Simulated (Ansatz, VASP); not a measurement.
PN2 in VASP and in Ansatz

Contents of INCAR:

```
ALGO     = Normal         # electronic algorithm
EDIFF    = 1E-7           # SCF threshold, eV
ENCUT    = 520            # plane-wave cutoff, eV
GGA      = PE             # functional
ISIF     = 2              # what is computed and relaxed
ISMEAR   = 0              # smearing method
LASPH    = T              # aspherical terms in the spheres
LCHARG   = F              # write CHGCAR
LREAL    = F              # projectors in reciprocal space
LWAVE    = F              # write WAVECAR
NBANDS   = 24             # bands
NELM     = 60             # most SCF steps
PREC     = Accurate       # precision mode
SIGMA    = 0.1            # smearing width, eV
```

KPOINTS

```
k-points
0
Gamma
  6 6 6
```

The input POSCAR:

```
PN2
1.0
   -2.1721196900      4.0306485903      2.1482818580
    2.1721196900     -4.0306485903      2.1482818580
    2.1721196900      4.0306485903     -2.1482818580
P N
2 4
Direct
    0.2500000000      0.2500000000      0.0000000000
    0.7500000000      0.7500000000      0.0000000000
    0.1117100000      0.2070000000      0.3187100000
    0.8882900000      0.7930000000      0.6812900000
    0.3882900000      0.7070000000      0.0952900000
    0.6117100000      0.2930000000      0.9047100000
```

Input for Ansatz:

```yaml
crystal:
  lattice:
    - [-2.17211969, 4.0306485903, 2.148281858]
    - [2.17211969, -4.0306485903, 2.148281858]
    - [2.17211969, 4.0306485903, -2.148281858]
  atoms:
    - { symbol: P, position: [0.25, 0.25, 0.0] }
    - { symbol: P, position: [0.75, 0.75, 0.0] }
    - { symbol: "N", position: [0.11171, 0.207, 0.31871] }
    - { symbol: "N", position: [0.88829, 0.793, 0.68129] }
    - { symbol: "N", position: [0.38829, 0.707, 0.09529] }
    - { symbol: "N", position: [0.61171, 0.293, 0.90471] }
basis:
  ecutwfc: 420
kpoints:
  mp_grid: { grid: [6, 6, 6] }
hamiltonian:
  xc: pbe
scf:
  occupations: { method: gaussian, width: 0.1 }
  lower_state_search: "off"
output:
  forces: true
  stress: true
  eigenvalues: true
```

Alike in both runs: task single point; functional PBE; k mesh 6 × 6 × 6; occupations gaussian, width 0.1 eV; no spin polarisation.

|  | VASP | Ansatz |
| --- | --- | --- |
| version | VASP 6.6.1 | Ansatz 0.2.0 |
| potentials or method | VASP PAW PBE potentials, release 64 (P, N), cutoff 520 eV | scalar-relativistic, plane waves, PAW |
| valence electrons in the cell | 30 | 30 |

|  | VASP | Ansatz | Ansatz less VASP |
| --- | --- | --- | --- |
| gap on the k mesh at the Fermi level (eV) | none | none | - |
| pressure (GPa) | 8.0 | 8.9 | +0.86 |
| traceless stress, the component that is largest in VASP (GPa) | 24.48 | 24.71 | +0.228 |
| rms of the force components (eV/Å) | 0.549 | 0.500 | -0.0481 |

Atom by atom the forces differ by 0.048 eV/Å (rms over components). A gap of «none» marks a metal or a gap that the smearing closes. The functional is the same, so the differences come from potentials, cutoffs and numerics.
